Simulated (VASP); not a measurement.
# Cu (P-3m1) in VASP: relaxation of cell and atoms with PBE

Aim: the relaxation of cell and atoms of Cu with PBE.

Program: VASP 6.6.1. These are calculated values, not measurements. Logs are shortened: lines on timing, memory, paths and dates and some standing lists are left out, and cuts for length are marked.

## Step 1: The cell of the first run

The structure is trigonal, space group P-3m1 (No. 164). Conventional cell: a = 2.568 Å, b = 2.568 Å, c = 16.774 Å, α = 90.00°, β = 90.00°, γ = 120.00°. Within 3.4 Å of Cu (site symmetry 3m) lie 12 Cu at 2.57 Å. Within 3.4 Å of Cu (site symmetry 3m) lie 12 Cu at 2.57 Å. Within 3.4 Å of Cu (site symmetry 3m) lie 12 Cu at 2.57 Å. Within 3.4 Å of Cu (site symmetry 3m) lie 12 Cu at 2.57 Å.

## Step 2: Relaxation of cell and atoms, PBE

The input, INCAR:

```
SYSTEM = Cu
PREC     = Accurate       ! precision mode
ENCUT    = 600            ! plane-wave cutoff, eV
EDIFF    = 1E-6           ! SCF threshold, eV
ISMEAR   = 0              ! smearing method
SIGMA    = 0.1            ! smearing width, eV
LREAL    = .False.        ! projectors in reciprocal space
LASPH    = .True.         ! aspherical terms in the spheres
NELM     = 60             ! most SCF steps
ALGO     = Fast           ! electronic algorithm
ISIF     = 3              ! what is computed and relaxed
LWAVE    = .False.        ! write WAVECAR
LCHARG   = .False.        ! write CHGCAR
GGA      = PE             ! functional
IBRION   = 2              ! ionic algorithm
NSW      = 65             ! ionic steps
EDIFFG   = -0.01          ! ionic threshold
```

The input, KPOINTS:

```
regular mesh
0
Gamma
  18 18 3
  0 0 0
```

The input, POSCAR:

```
Cu
1.0
    2.5679503869      0.0000000000      0.0000000000
   -1.2839751935      2.2239102707      0.0000000000
    0.0000000000      0.0000000000     16.7735749942
Cu
8
Direct
    0.0000000000      0.0000000000      0.0000000000
    0.3333333333      0.6666666667      0.1250000000
    0.0000000000      0.0000000000      0.2500000000
    0.6666666667      0.3333333333      0.3750000000
    0.0000000000      0.0000000000      0.5000000000
    0.6666666667      0.3333333333      0.6250000000
    0.3333333333      0.6666666667      0.7500000000
    0.6666666667      0.3333333333      0.8750000000
```

Potentials or basis: VASP PAW PBE potentials, release 64 (Cu).

The run is started by

```console
$ cat potpaw_PBE.64/Cu/POTCAR > POTCAR
$ mpirun -np 1 vasp_std > vasp.out
```

OUTCAR:

```text
SYSTEM = Cu
   PREC = Accurate
   ENCUT = 600
   EDIFF = 1E-6
   ISMEAR = 0
   LREAL = .False.
   LASPH = .True.
   NELM = 60
   ISIF = 3
   GGA = PE
   IBRION = 2
   NSW = 65
   EDIFFG = -0.01

 ion  position               nearest neighbor table
   1  0.000  0.000  0.000-   2 2.57   8 2.57   8 2.57   2 2.57   8 2.57   2 2.57
   2  0.333  0.667  0.125-   1 2.57   3 2.57   1 2.57   3 2.57   1 2.57   3 2.57
   3  0.000  0.000  0.250-   2 2.57   4 2.57   4 2.57   2 2.57   4 2.57   2 2.57
   4  0.667  0.333  0.375-   3 2.57   5 2.57   3 2.57   5 2.57   3 2.57   5 2.57
   5  0.000  0.000  0.500-   4 2.57   6 2.57   4 2.57   6 2.57   4 2.57   6 2.57
   6  0.667  0.333  0.625-   7 2.57   7 2.57   5 2.57   5 2.57   5 2.57   7 2.57
   7  0.333  0.667  0.750-   6 2.57   8 2.57   6 2.57   8 2.57   6 2.57   8 2.57
   8  0.667  0.333  0.875-   7 2.57   7 2.57   1 2.57   1 2.57   1 2.57   7 2.57

  LATTYP: Found a hexagonal cell.
 ALAT       =     2.5679503869
 C/A-ratio  =     6.5318921580

  Lattice vectors:

 A1 = (   2.5679503869,   0.0000000000,   0.0000000000)
 A2 = (  -1.2839751935,   2.2239102707,   0.0000000000)
 A3 = (   0.0000000000,   0.0000000000,  16.7735749942)

Analysis of symmetry for initial positions (statically):
=====================================================================
 Subroutine PRICEL returns:
 Original cell was already a primitive cell.

 Routine SETGRP: Setting up the symmetry group for a
 hexagonal supercell.

 Subroutine GETGRP returns: Found 12 space group operations
 (whereof  6 operations were pure point group operations)
 out of a pool of 24 trial point group operations.

The static configuration has the point symmetry C_3v.
 The point group associated with its full space group is D_3d.

Analysis of symmetry for dynamics (positions and initial velocities):
=====================================================================
 Subroutine PRICEL returns:
 Original cell was already a primitive cell.

 Routine SETGRP: Setting up the symmetry group for a
 hexagonal supercell.

 Subroutine GETGRP returns: Found 12 space group operations
 (whereof  6 operations were pure point group operations)
 out of a pool of 24 trial point group operations.

The dynamic configuration has the point symmetry C_3v.
 The point group associated with its full space group is D_3d.

 Subroutine INISYM returns: Found 12 space group operations
 (whereof  6 operations are pure point group operations),
 and found     1 'primitive' translations

----------------------------------------------------------------------------------------

                                     Primitive cell

  volume of cell :      95.7921

  direct lattice vectors                    reciprocal lattice vectors
     2.567950387  0.000000000  0.000000000     0.389415623  0.224829215  0.000000000
    -1.283975193  2.223910271  0.000000000     0.000000000  0.449658430  0.000000000
     0.000000000  0.000000000 16.773574994     0.000000000  0.000000000  0.059617583

  length of vectors
     2.567950387  2.567950387 16.773574994     0.449658430  0.449658430  0.059617583

  position of ions in fractional coordinates (direct lattice)
     0.000000000  0.000000000  0.000000000
     0.333333333  0.666666667  0.125000000
     0.000000000  0.000000000  0.250000000
     0.666666667  0.333333333  0.375000000
     0.000000000  0.000000000  0.500000000
     0.666666667  0.333333333  0.625000000
     0.333333333  0.666666667  0.750000000
     0.666666667  0.333333333  0.875000000

  ion indices of the primitive-cell ions
   primitive index   ion index
                 1           1
                 2           2
                 3           3
                 4           4
                 5           5
                 6           6
                 7           7
                 8           8

----------------------------------------------------------------------------------------

 KPOINTS: regular mesh

Automatic generation of k-mesh.
 Grid dimensions read from file:
 generate k-points for:   18   18    3

 Generating k-lattice:

  Cartesian coordinates                     Fractional coordinates (reciprocal lattice)
     0.021634201  0.012490512  0.000000000     0.055555556  0.000000000  0.000000000
     0.000000000  0.024981024  0.000000000     0.000000000  0.055555556  0.000000000
     0.000000000  0.000000000  0.019872528     0.000000000  0.000000000  0.333333333

  Length of vectors
     0.024981024  0.024981024  0.019872528

  Shift w.r.t. Gamma in fractional coordinates (k-lattice)
     0.000000000  0.000000000  0.000000000

 Subroutine IBZKPT returns following result:
 ===========================================

 Found    101 irreducible k-points:

 Following reciprocal coordinates:
            Coordinates               Weight
  0.000000  0.000000  0.000000      1.000000
  0.055556  0.000000  0.000000      6.000000
  0.111111  0.000000  0.000000      6.000000
  0.166667  0.000000  0.000000      6.000000
  0.222222  0.000000  0.000000      6.000000
  0.277778  0.000000  0.000000      6.000000
[... 16 lines left out ...]
  0.333333  0.111111  0.000000     12.000000
  0.388889  0.111111  0.000000     12.000000
 [... further k-points ...]
   k-points           NKPTS =    101   k-points in BZ     NKDIM =    101   number of bands    NBANDS=     52
   number of dos      NEDOS =    301   number of ions     NIONS =      8
   total plane-waves  NPLWV =  80640
   dimension x,y,z NGX =    24 NGY =   24 NGZ =  140
   dimension x,y,z NGXF=    48 NGYF=   48 NGZF=  280
   ions per type =               8
   NGX,Y,Z   is equivalent  to a cutoff of  15.54, 15.54, 13.88 a.u.
   NGXF,Y,Z  is equivalent  to a cutoff of  31.07, 31.07, 27.75 a.u.
 SYSTEM =  Cu
   PREC   = accura    normal or accurate (medium, high low for compatibility)
   ISTART =      0    job   : 0-new  1-cont  2-samecut
   ICHARG =      2    charge: 1-file 2-atom 10-const
   ISPIN  =      1    spin polarized calculation?
   LNONCOLLINEAR =      F non collinear calculations
   LSORBIT =      F    spin-orbit coupling
   LASPH  =      T    aspherical Exc in radial PAW
   ENCUT  =  600.0 eV  44.10 Ry    6.64 a.u.   5.13  5.13 33.50*2*pi/ulx,y,z
   NELM   =     60;   NELMIN=  2; NELMDL= -5     # of ELM steps
   EDIFF  = 0.1E-05   stopping-criterion for ELM
   LREAL  =      F    real-space projection
   EDIFFG = -.1E-01   stopping-criterion for IOM
   NSW    =     65    number of steps for IOM
   IBRION =      2    ionic relax: 0-MD 1-quasi-New 2-CG
   NFREE  =      1    steps in history (QN), initial steepest desc. (CG)
   ISIF   =      3    stress and relaxation
   ISYM   =      2    0-nonsym 1-usesym 2-fastsym
   POTIM  = 0.5000    time-step for ionic-motion
   TEBEG  =    0.0;   TEEND  =   0.0 temperature during run
   PSTRESS=    0.0 pullay stress
   NELECT =      88.0000    total number of electrons
   NUPDOWN=      -1.0000    fix difference up-down
   EMIN   =  10.00;   EMAX   =-10.00  energy-range for DOS
   EFERMI =   0.00;   METHOD = LEGACY
   ISMEAR =     0;   SIGMA  =   0.10  broadening in eV -4-tet -1-fermi 0-gaus
   EFERMI_NEDOS =   21; number of points for ismear=-14 and -15
   IALGO  =     68    algorithm
   IMIX   =      4    mixing-type and parameters
     AMIX     =   0.40;   BMIX     =  1.00
     AMIX_MAG =   1.60;   BMIX_MAG =  1.00
  volume/ion in A,a.u.               =      11.97        80.80
  Fermi-wavevector in a.u.,A,eV,Ry     =   1.591448  3.007401 34.459582  2.532708
  Thomas-Fermi vector in A             =   2.689987
   LORBIT       =      0    0 simple, 1 ext, 2 COOP (PROOUT), +10 PAW based schemes
   GGA     = PE    functional components
   LHFCALC =     F    Hartree Fock is set to
   AEXX    =    0.0000 exact exchange contribution
   IVDW    =     0    specifies the selected vdW correction
   LEPSILON=     F    determine dielectric tensor
   LRPA    =     F    only Hartree local field effects (RPA)
 conjugate gradient relaxation of ions
 non-spin polarized calculation
 RMM-DIIS sequential band-by-band and
 Gauss-broadening in eV      SIGMA  =   0.10
  energy-cutoff  :      600.00
  volume of cell :       95.79
 maximum number of plane-waves:      3221
 NGX is ok and might be reduce to    24
   NGX = 11   NGY = 11   NGZ = 67

--------------------------------------- Ionic step        1  -------------------------------------------

 number of electron      87.9999965 magnetization

 Free energy of the ion-electron system (eV)
  ---------------------------------------------------
  ext. energy  EPLUGINS =         0.00000000
  ---------------------------------------------------
  free energy    TOTEN  =       -29.79277025 eV

  energy without entropy =      -29.77798421  energy(sigma->0) =      -29.78537723

------------------------ aborting loop because EDIFF is reached ----------------------------------------

  FORCE on cell =-STRESS in cart. coord.  units (eV):
  Direction    XX          YY          ZZ          XY          YZ          ZX
  --------------------------------------------------------------------------------------
  -------------------------------------------------------------------------------------
  Total        0.3046471      0.3046471      0.2857837     -0.0000000     -0.0000000      0.0000000
  in kB        5.0953972      5.0953972      4.7798962     -0.0000000     -0.0000000      0.0000000
  external PRESSURE =       4.9902302 kB  Pullay stress =       0.0000000 kB
[... 279 lines left out ...]
  energy  without entropy=      -29.7785061433  energy(sigma->0) =      -29.78590642

--------------------------------------- Ionic step        8  -------------------------------------------

 number of electron      87.9999971 magnetization

 Free energy of the ion-electron system (eV)
  ---------------------------------------------------
  ext. energy  EPLUGINS =         0.00000000
  ---------------------------------------------------
  free energy    TOTEN  =       -29.79333176 eV

  energy without entropy =      -29.77853100  energy(sigma->0) =      -29.78593138

 E-fermi :   7.3279     XC(G=0): -12.6273

 val. band max:        7.3267138021   @ k =   0.2222   0.2222   0.0000
 cond. band min:       7.3310956368   @ k =   0.0000   0.1111   0.3333
 fundamental gap:      0.0043818347
 Fermi energy:         7.3278956939

 k-point     1 :       0.0000    0.0000    0.0000
  band No.  band energies     occupation
      1      -1.8460      2.00000
      2      -1.2901      2.00000
      3      -1.2884      2.00000
      4       0.2535      2.00000
      5       0.2537      2.00000
      6       1.9514      2.00000
[... 1309 lines left out ...]
     51      12.7761      0.00000
     52      13.1891      0.00000

 [... further k-points ...]

------------------------ aborting loop because EDIFF is reached ----------------------------------------

  FORCE on cell =-STRESS in cart. coord.  units (eV):
  Direction    XX          YY          ZZ          XY          YZ          ZX
  --------------------------------------------------------------------------------------
  -------------------------------------------------------------------------------------
  Total        0.0506028      0.0506028      0.0321330     -0.0000000     -0.0000000      0.0000000
  in kB        0.8436427      0.8436427      0.5357164     -0.0000000     -0.0000000      0.0000000
  external PRESSURE =       0.7410006 kB  Pullay stress =       0.0000000 kB
[... 23 lines left out ...]
  FREE ENERGIE OF THE ION-ELECTRON SYSTEM (eV)
  ---------------------------------------------------
  free  energy   TOTEN  =       -29.7933317604 eV

  energy  without entropy=      -29.7785309995  energy(sigma->0) =      -29.78593138

 reached required accuracy - stopping structural energy minimisation
```

Run time: 88 min. Hardware: 1 thread of Oxide Virtual Turin-like, shared host; peak memory 0.54 GiB.

What came out:

```
Free energy                           : -29.7933 eV
Relaxed volume                        : 12.01 Å³/atom
Relaxed cell                          : a = 2.571 Å, b = 2.571 Å, c = 16.790 Å, α = 90.00°, β = 90.00°, γ = 120.00°
Space group after relaxing (to 0.1 Å) : P-3m1 (No. 164)
Energy gained by relaxing             : 0.1 meV/atom
Ionic steps                           : 8
Pressure after relaxing               : 0.1 GPa
Largest force after relaxing          : 0.005 eV/Å
Band gap on the k mesh                : zero (bands 44 and 45 overlap by 5.14 eV)
```

Forces on the atoms (eV/Å):
```
Cu   0.000  0.000 -0.004
Cu   0.000  0.000 -0.001
Cu   0.000  0.000 -0.002
Cu   0.000  0.000 -0.005
Cu   0.000  0.000  0.005
Cu   0.000  0.000  0.002
Cu   0.000  0.000  0.001
Cu   0.000  0.000  0.004
```

The path:
| step | energy change (eV) | largest force (eV/Å) | pressure (GPa) | volume (Å³) |
| --- | --- | --- | --- | --- |
| 1 | 0.0000 | 0.0225 | 0.50 | 95.79 |
| 2 | -0.0004 | 0.0059 | -0.14 | 96.31 |
| 3 | -0.0005 | 0.0183 | -0.12 | 96.13 |
| 4 | -0.0005 | 0.0204 | 0.19 | 96.08 |
| 5 | -0.0005 | 0.0120 | -0.06 | 96.11 |
| 6 | -0.0005 | 0.0179 | 0.09 | 96.10 |
| 7 | -0.0005 | 0.0143 | 0.01 | 96.11 |
| 8 | -0.0006 | 0.0055 | 0.07 | 96.10 |

Final structure:
```cif
data_structure
_symmetry_space_group_name_H-M 'P 1'
_symmetry_Int_Tables_number 1
_cell_length_a 2.5708
_cell_length_b 2.5708
_cell_length_c 16.7901
_cell_angle_alpha 90.000
_cell_angle_beta 90.000
_cell_angle_gamma 120.000
_cell_volume 96.10
loop_
_atom_site_label
_atom_site_type_symbol
_atom_site_fract_x
_atom_site_fract_y
_atom_site_fract_z
_atom_site_occupancy
Cu1 Cu 0.00000 0.00000 0.99994 1
Cu2 Cu 0.33333 0.66667 0.12501 1
Cu3 Cu 0.00000 0.00000 0.25000 1
Cu4 Cu 0.66667 0.33333 0.37492 1
Cu5 Cu 0.00000 0.00000 0.50008 1
Cu6 Cu 0.66667 0.33333 0.62500 1
Cu7 Cu 0.33333 0.66667 0.74999 1
Cu8 Cu 0.66667 0.33333 0.87506 1
```

Levels at points of the mesh, in eV from the Fermi level:
```csv
k point,band 41,band 42,band 43,band 44,band 45,band 46,band 47,band 48,band 49,band 50
"(0.00, 0.00, 0.00)",-1.95,-1.72,-1.72,-1.71,-1.71,-1.61,-1.61,-0.90,3.72,6.85
"(0.50, 0.00, 0.00)",-0.45,-0.07,0.11,0.78,0.81,1.38,1.38,1.56,4.30,4.46
```
